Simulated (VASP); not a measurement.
CdF2, 3 atoms in the cell. It takes space group I4/mmm (No. 139, tetragonal). The conventional cell has a = 3.665 Å, b = 3.665 Å, c = 4.880 Å, α = 90.00°, β = 90.00°, γ = 90.00°. Cd (site symmetry 4/mmm) has 8 F at 2.20 Å within 2.9 Å. F (site symmetry -4m2) has 4 Cd at 2.20 Å and 6 F at 2.44 to 2.59 Å within 2.9 Å. 

```yaml
Program: VASP 6.6.1
Task: single point
Functional: PBEsol
Potentials_or_basis: VASP PAW PBE potentials, release 64 (Cd, F)
Cutoff: 520 eV
k_mesh: 8 × 8 × 8
Occupations: gaussian, width 0.05 eV
Spin: no spin polarisation
Dipole_correction: no
Further_INCAR_settings: ALGO = Normal; EDIFF = 1e-06; NBANDS = 20
```

Potentials or basis: VASP PAW PBE potentials, release 64 (Cd, F).

The run is started by

```console
$ cat potpaw_PBE.64/Cd/POTCAR potpaw_PBE.64/F/POTCAR > POTCAR
$ mpirun -np 1 vasp_std > vasp.out
```

Hardware: 1 thread of Intel(R) Xeon(R) Platinum 8259CL CPU @ 2.50GHz (Skylake/Cascade Lake), with other jobs on the host.

Q: How long does it take, and how much memory?

A: It took 33 s on 1 thread of Intel(R) Xeon(R) Platinum 8259CL CPU @ 2.50GHz (Skylake/Cascade Lake) (shared host), peak memory 0.18 GiB. Counts: scf iterations 14, k points 59.
